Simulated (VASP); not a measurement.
# In3Se (Pm-3m) in VASP: notebook

Runs on In3Se. Level: PBE. Tasks: single point.

All numbers are computed with VASP 6.6.1; they aren't measurements. Logs are shortened: lines on timing, memory, paths and dates and some standing lists are left out, and cuts for length are marked.

## Step 1: The cell of the first run

Symmetry: Pm-3m, No. 221, cubic system. Conventional cell: a = 4.804 Å, b = 4.804 Å, c = 4.804 Å, α = 90.00°, β = 90.00°, γ = 90.00°. Within 4.5 Å of In (site symmetry 4/mmm) lie 8 In at 3.40 Å and 4 Se at 3.40 Å. Se (site symmetry m-3m) has 12 In at 3.40 Å within 4.5 Å.

## Step 2: Single point, PBE

Input file INCAR:

```
SYSTEM = In3Se
ALGO = Normal
EDIFF = 1E-6
ENCUT = 520
GGA = PE
ISIF = 2
ISMEAR = -1
LASPH = .True.
LCHARG = .False.
LREAL = .False.
LWAVE = .False.
NBANDS = 30
NELM = 100
PREC = Accurate
SIGMA = 0.3
```

Input file KPOINTS:

```
k-points
0
Gamma
  10 10 10
  0 0 0
```

Input file POSCAR:

```
In3Se
1.0
    4.8037580000      0.0000000000      0.0000000000
    0.0000000000      4.8037580000      0.0000000000
    0.0000000000      0.0000000000      4.8037580000
In Se
3 1
Direct
    0.0000000000      0.5000000000      0.5000000000
    0.5000000000      0.0000000000      0.5000000000
    0.5000000000      0.5000000000      0.0000000000
    0.0000000000      0.0000000000      0.0000000000
```

Potentials or basis: VASP PAW PBE potentials, release 64 (In_d, Se).

Started as:

```console
> cat potpaw_PBE.64/In_d/POTCAR potpaw_PBE.64/Se/POTCAR > POTCAR
> mpirun -np 1 vasp_std > vasp.out
```

OUTCAR:

```text
SYSTEM = In3Se
   EDIFF = 1E-6
   ENCUT = 520
   GGA = PE
   ISIF = 2
   ISMEAR = -1
   LASPH = .True.
   LREAL = .False.
   NELM = 100
   PREC = Accurate

 ion  position               nearest neighbor table
   1  0.000  0.500  0.500-   2 3.40   3 3.40   4 3.40   3 3.40   4 3.40   2 3.40   4 3.40   4 3.40
                             2 3.40   3 3.40   3 3.40   2 3.40
   2  0.500  0.000  0.500-   1 3.40   3 3.40   4 3.40   3 3.40   4 3.40   1 3.40   3 3.40   3 3.40
                             1 3.40   4 3.40   4 3.40   1 3.40
   3  0.500  0.500  0.000-   1 3.40   2 3.40   4 3.40   1 3.40   2 3.40   2 3.40   4 3.40   2 3.40
                             1 3.40   4 3.40   1 3.40   4 3.40
   4  0.000  0.000  0.000-   1 3.40   2 3.40   3 3.40   1 3.40   2 3.40   1 3.40   3 3.40   1 3.40
                             2 3.40   3 3.40   2 3.40   3 3.40

  LATTYP: Found a simple cubic cell.
 ALAT       =     4.8037580000

  Lattice vectors:

 A1 = (   4.8037580000,   0.0000000000,   0.0000000000)
 A2 = (   0.0000000000,   4.8037580000,   0.0000000000)
 A3 = (   0.0000000000,   0.0000000000,   4.8037580000)

Analysis of symmetry for initial positions (statically):
=====================================================================
 Subroutine PRICEL returns:
 Original cell was already a primitive cell.

 Routine SETGRP: Setting up the symmetry group for a
 simple cubic supercell.

 Subroutine GETGRP returns: Found 48 space group operations
 (whereof 48 operations were pure point group operations)
 out of a pool of 48 trial point group operations.

The static configuration has the point symmetry O_h .

Analysis of symmetry for dynamics (positions and initial velocities):
=====================================================================
 Subroutine PRICEL returns:
 Original cell was already a primitive cell.

 Routine SETGRP: Setting up the symmetry group for a
 simple cubic supercell.

 Subroutine GETGRP returns: Found 48 space group operations
 (whereof 48 operations were pure point group operations)
 out of a pool of 48 trial point group operations.

The dynamic configuration has the point symmetry O_h .

 Subroutine INISYM returns: Found 48 space group operations
 (whereof 48 operations are pure point group operations),
 and found     1 'primitive' translations

----------------------------------------------------------------------------------------

                                     Primitive cell

  volume of cell :     110.8520

  direct lattice vectors                    reciprocal lattice vectors
     4.803758000  0.000000000  0.000000000     0.208170353  0.000000000  0.000000000
     0.000000000  4.803758000  0.000000000     0.000000000  0.208170353  0.000000000
     0.000000000  0.000000000  4.803758000     0.000000000  0.000000000  0.208170353

  length of vectors
     4.803758000  4.803758000  4.803758000     0.208170353  0.208170353  0.208170353

  position of ions in fractional coordinates (direct lattice)
     0.000000000  0.500000000  0.500000000
     0.500000000  0.000000000  0.500000000
     0.500000000  0.500000000  0.000000000
     0.000000000  0.000000000  0.000000000

  ion indices of the primitive-cell ions
   primitive index   ion index
                 1           1
                 2           2
                 3           3
                 4           4

----------------------------------------------------------------------------------------

 KPOINTS: k-points

Automatic generation of k-mesh.
 Grid dimensions read from file:
 generate k-points for:   10   10   10

 Generating k-lattice:

  Cartesian coordinates                     Fractional coordinates (reciprocal lattice)
     0.020817035  0.000000000  0.000000000     0.100000000  0.000000000  0.000000000
     0.000000000  0.020817035  0.000000000     0.000000000  0.100000000  0.000000000
     0.000000000  0.000000000  0.020817035     0.000000000  0.000000000  0.100000000

  Length of vectors
     0.020817035  0.020817035  0.020817035

  Shift w.r.t. Gamma in fractional coordinates (k-lattice)
     0.000000000  0.000000000  0.000000000

 Subroutine IBZKPT returns following result:
 ===========================================

 Found     56 irreducible k-points:

 Following reciprocal coordinates:
            Coordinates               Weight
  0.000000  0.000000  0.000000      1.000000
  0.100000  0.000000  0.000000      6.000000
  0.200000  0.000000  0.000000      6.000000
  0.300000  0.000000  0.000000      6.000000
  0.400000  0.000000  0.000000      6.000000
  0.500000  0.000000  0.000000      3.000000
[... 16 lines left out ...]
  0.200000  0.100000  0.100000     24.000000
  0.300000  0.100000  0.100000     24.000000
 [... further k-points ...]
   k-points           NKPTS =     56   k-points in BZ     NKDIM =     56   number of bands    NBANDS=     30
   number of dos      NEDOS =    301   number of ions     NIONS =      4
   total plane-waves  NPLWV =  46656
   dimension x,y,z NGX =    36 NGY =   36 NGZ =   36
   dimension x,y,z NGXF=    72 NGYF=   72 NGZF=   72
   ions per type =               3   1
   NGX,Y,Z   is equivalent  to a cutoff of  12.46, 12.46, 12.46 a.u.
   NGXF,Y,Z  is equivalent  to a cutoff of  24.92, 24.92, 24.92 a.u.
 SYSTEM =  In3Se
   PREC   = accura    normal or accurate (medium, high low for compatibility)
   ISTART =      0    job   : 0-new  1-cont  2-samecut
   ICHARG =      2    charge: 1-file 2-atom 10-const
   ISPIN  =      1    spin polarized calculation?
   LNONCOLLINEAR =      F non collinear calculations
   LSORBIT =      F    spin-orbit coupling
   LASPH  =      T    aspherical Exc in radial PAW
   ENCUT  =  520.0 eV  38.22 Ry    6.18 a.u.   8.93  8.93  8.93*2*pi/ulx,y,z
   NELM   =    100;   NELMIN=  2; NELMDL= -5     # of ELM steps
   EDIFF  = 0.1E-05   stopping-criterion for ELM
   LREAL  =      F    real-space projection
   EDIFFG = 0.1E-04   stopping-criterion for IOM
   NSW    =      0    number of steps for IOM
   IBRION =     -1    ionic relax: 0-MD 1-quasi-New 2-CG
   NFREE  =      0    steps in history (QN), initial steepest desc. (CG)
   ISIF   =      2    stress and relaxation
   ISYM   =      2    0-nonsym 1-usesym 2-fastsym
   POTIM  = 0.5000    time-step for ionic-motion
   TEBEG  =    0.0;   TEEND  =   0.0 temperature during run
   PSTRESS=    0.0 pullay stress
   NELECT =      45.0000    total number of electrons
   NUPDOWN=      -1.0000    fix difference up-down
   EMIN   =  10.00;   EMAX   =-10.00  energy-range for DOS
   EFERMI =   0.00;   METHOD = LEGACY
   ISMEAR =    -1;   SIGMA  =   0.30  broadening in eV -4-tet -1-fermi 0-gaus
   EFERMI_NEDOS =   21; number of points for ismear=-14 and -15
   IALGO  =     38    algorithm
   IMIX   =      4    mixing-type and parameters
     AMIX     =   0.40;   BMIX     =  1.00
     AMIX_MAG =   1.60;   BMIX_MAG =  1.00
  volume/ion in A,a.u.               =      27.71       187.02
  Fermi-wavevector in a.u.,A,eV,Ry     =   1.212173  2.290675 19.991897  1.469363
  Thomas-Fermi vector in A             =   2.347665
   LORBIT       =      0    0 simple, 1 ext, 2 COOP (PROOUT), +10 PAW based schemes
   GGA     = PE    functional components
   LHFCALC =     F    Hartree Fock is set to
   AEXX    =    0.0000 exact exchange contribution
   IVDW    =     0    specifies the selected vdW correction
   LEPSILON=     F    determine dielectric tensor
   LRPA    =     F    only Hartree local field effects (RPA)
 non-spin polarized calculation
  energy-cutoff  :      520.00
  volume of cell :      110.85
 maximum number of plane-waves:      3016
 NGX is ok and might be reduce to    36
   NGX = 17   NGY = 17   NGZ = 17

 number of electron      45.0000024 magnetization

 Free energy of the ion-electron system (eV)
  ---------------------------------------------------
  ext. energy  EPLUGINS =         0.00000000
  ---------------------------------------------------
  free energy    TOTEN  =       -11.90332461 eV

  energy without entropy =      -11.43904516  energy(sigma->0) =      -11.67118488

 E-fermi :   5.8887     XC(G=0):  -9.7417

 val. band max:        5.8732663701   @ k =   0.5000   0.0000   0.0000
 cond. band min:       5.8972612906   @ k =   0.2000   0.1000   0.1000
 fundamental gap:      0.0239949205
 Fermi energy:         5.8887149660

 k-point     1 :       0.0000    0.0000    0.0000
  band No.  band energies     occupation
      1      -8.8289      2.00000
      2      -8.8254      2.00000
      3      -8.8254      2.00000
      4      -8.8254      2.00000
      5      -8.7087      2.00000
      6      -8.7087      2.00000
[... 22 lines left out ...]
     29      11.2337      0.00000
     30      12.8194      0.00000

 k-point     2 :       0.1000    0.0000    0.0000
  band No.  band energies     occupation
      1      -8.8238      2.00000
      2      -8.8205      2.00000
      3      -8.8166      2.00000
      4      -8.8166      2.00000
      5      -8.7076      2.00000
      6      -8.7029      2.00000
[... 22 lines left out ...]
     29      11.5055      0.00000
     30      12.8774      0.00000

 k-point     3 :       0.2000    0.0000    0.0000
  band No.  band energies     occupation
      1      -8.8196      2.00000
      2      -8.7967      2.00000
      3      -8.7907      2.00000
      4      -8.7907      2.00000
      5      -8.7047      2.00000
      6      -8.6865      2.00000
[... 22 lines left out ...]
     29      12.1356      0.00000
     30      12.8553      0.00000

 k-point     4 :       0.3000    0.0000    0.0000
  band No.  band energies     occupation
      1      -8.8141      2.00000
      2      -8.7622      2.00000
      3      -8.7501      2.00000
      4      -8.7501      2.00000
      5      -8.7002      2.00000
      6      -8.6624      2.00000
[... 616 lines left out ...]
     29      11.8146      0.00000
     30      12.4684      0.00000

 k-point    23 :       0.2000    0.1000    0.1000
  band No.  band energies     occupation
      1      -8.8089      2.00000
      2      -8.7911      2.00000
      3      -8.7826      2.00000
      4      -8.7713      2.00000
      5      -8.6947      2.00000
      6      -8.6802      2.00000
[... 22 lines left out ...]
     29      11.5626      0.00000
     30      12.3399      0.00000

 k-point    24 :       0.3000    0.1000    0.1000
  band No.  band energies     occupation
      1      -8.8008      2.00000
      2      -8.7643      2.00000
      3      -8.7479      2.00000
      4      -8.7317      2.00000
      5      -8.6901      2.00000
      6      -8.6545      2.00000
[... 22 lines left out ...]
     29      10.7683      0.00000
     30      12.7224      0.00000

 [... further k-points ...]
[... 5 lines left out ...]
  --------------------------------------------------------------------------------------
  -------------------------------------------------------------------------------------
  Total       -0.1982820     -0.1982820     -0.1982820      0.0000000     -0.0000000      0.0000000
  in kB       -2.8658299     -2.8658299     -2.8658299      0.0000000     -0.0000000      0.0000000
  external PRESSURE =      -2.8658299 kB  Pullay stress =       0.0000000 kB

 VOLUME and BASIS-vectors are now :
 -----------------------------------------------------------------------------
  energy-cutoff  :      520.00
  volume of cell :      110.85
      direct lattice vectors                 reciprocal lattice vectors
     4.803758000  0.000000000  0.000000000     0.208170353  0.000000000  0.000000000
     0.000000000  4.803758000  0.000000000     0.000000000  0.208170353  0.000000000
     0.000000000  0.000000000  4.803758000     0.000000000  0.000000000  0.208170353

 POSITION                                       TOTAL-FORCE (eV/Angst)
 -----------------------------------------------------------------------------------
      0.00000      2.40188      2.40188         0.000000      0.000000      0.000000
      2.40188      0.00000      2.40188         0.000000      0.000000      0.000000
      2.40188      2.40188      0.00000         0.000000      0.000000      0.000000
      0.00000      0.00000      0.00000         0.000000      0.000000      0.000000
 -----------------------------------------------------------------------------------
    total drift:                                0.000000      0.000000      0.000000

  FREE ENERGIE OF THE ION-ELECTRON SYSTEM (eV)
  ---------------------------------------------------
  free  energy   TOTEN  =       -11.9033246124 eV

  energy  without entropy=      -11.4390451568  energy(sigma->0) =      -11.67118488
```

Wall time 78 s (1 thread of AMD EPYC 9R45 (Zen 5), shared host); peak memory 0.27 GiB.

Results:

```yaml
Free_energy: -11.9033 eV
Pressure: -0.3 GPa
Band_gap_on_the_k_mesh: zero (an odd number of electrons rules out a gap without spin polarisation)
```

Caveat: so wide a smearing shifts energies and pressures; spin-orbit coupling is left out, which moves the levels of the heavy elements.

(Continued in part 2 of 2.)
